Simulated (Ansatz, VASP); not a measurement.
**Two plane-wave programs on MoRu3W**

```
Mo Ru W
1.0
     4.53300    0.00000    0.00000
     0.00000    4.53300    0.00000
     0.00000    0.00000    4.53300
Mo Ru W
1 3 1
Cartesian
  2.2665 2.2665 2.2665
  0.0000 2.2665 2.2665
  2.2665 0.0000 2.2665
  2.2665 2.2665 0.0000
  0.0000 0.0000 0.0000
```

Change from the starting cell: species swapped into the Sc3SnB type (Pm-3m, No. 221).

Alike in both runs: functional PBE; k mesh 4 × 4 × 4; occupations gaussian, width 0.1 eV; no spin polarisation.

Ansatz relaxed the structure, and its values are those at the end. VASP's run is a single point on that final structure, the one shown.

```csv
,VASP,Ansatz
version,VASP 6.6.1,Ansatz 0.2.0
potentials or method,"VASP PAW PBE potentials, release 64 (Mo_sv, Ru_pv, W_sv), cutoff 520 eV","scalar-relativistic, plane waves, PAW"
valence electrons in the cell,70,76
```

Ansatz gave:

* gap on the k mesh at the Fermi level (eV): none
* pressure (GPa): 0.1

Q: What did VASP give for the same quantities?

A: gap on the k mesh at the Fermi level (eV): none; pressure (GPa): 0.8.

A gap of «none» marks a metal or a gap that the smearing closes. VASP's potentials hold 70 valence electrons a cell and Ansatz's 76, so a difference there can come from the potentials and not from the codes.

Spin-orbit coupling is off throughout.
